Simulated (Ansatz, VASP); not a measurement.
**Two plane-wave programs on CsPbCl3**

INCAR

```
PREC = Accurate
ENCUT = 520
EDIFF = 1E-6
ISMEAR = 0
SIGMA = 0.02
LREAL = F
LASPH = T
NELM = 60
ALGO = Normal
ISIF = 2
LWAVE = F
LCHARG = F
GGA = PS
NBANDS = 30
```

File KPOINTS:

```
Automatic mesh
0
Gamma
  6 6 6
```

Contents of POSCAR:

```
CsPbCl3
1.0
    5.5039547650      0.0000000000      0.0000000000
    0.0000000000      5.5039547650      0.0000000000
    0.0000000000      0.0000000000      5.5039547650
Cs Pb Cl
1 1 3
Direct
    0.0000000000      0.0000000000      0.0000000000
    0.5000000000      0.5000000000      0.5000000000
    0.5000000000      0.5000000000      0.0000000000
    0.0000000000      0.5000000000      0.5000000000
    0.5000000000      0.0000000000      0.5000000000
```

Input for Ansatz:

```yaml
crystal:
  lattice:
    - [5.5039546013, 0.0, 0.0]
    - [0.0, 5.5039546013, 0.0]
    - [0.0, 0.0, 5.5039546013]
  atoms:
    - { symbol: Cs, position: [0.0, 0.0, 0.0] }
    - { symbol: Pb, position: [0.5, 0.5, 0.5] }
    - { symbol: Cl, position: [0.5, 0.5, 0.0] }
    - { symbol: Cl, position: [0.0, 0.5, 0.5] }
    - { symbol: Cl, position: [0.5, 0.0, 0.5] }
basis:
  ecutwfc: 420
kpoints:
  mp_grid: { grid: [6, 6, 6] }
hamiltonian:
  xc: pbesol
scf:
  occupations: { method: gaussian, width: 0.02 }
output:
  forces: true
  stress: true
  eigenvalues: true
```

Alike in both runs: task single point; functional PBEsol; k mesh 6 × 6 × 6; occupations gaussian, width 0.02 eV; no spin polarisation.

|  | VASP | Ansatz |
| --- | --- | --- |
| version | VASP 6.6.1 | Ansatz 0.2.0 |
| potentials or method | VASP PAW PBE potentials, release 64 (Cs_sv, Pb_d, Cl), cutoff 520 eV | scalar-relativistic, plane waves, PAW |
| valence electrons in the cell | 44 | 44 |

Ansatz gave:

```
gap on the k mesh at the Fermi level (eV) : 1.53
least direct gap on the mesh (eV)         : 1.53
pressure (GPa)                            : 1.8
```

What did VASP give for the same quantities?

gap on the k mesh at the Fermi level (eV): 1.54; least direct gap on the mesh (eV): 1.54; pressure (GPa): 1.8.

VASP's potentials were made for PBE, not for PBEsol.

Neither program's run includes spin-orbit coupling.
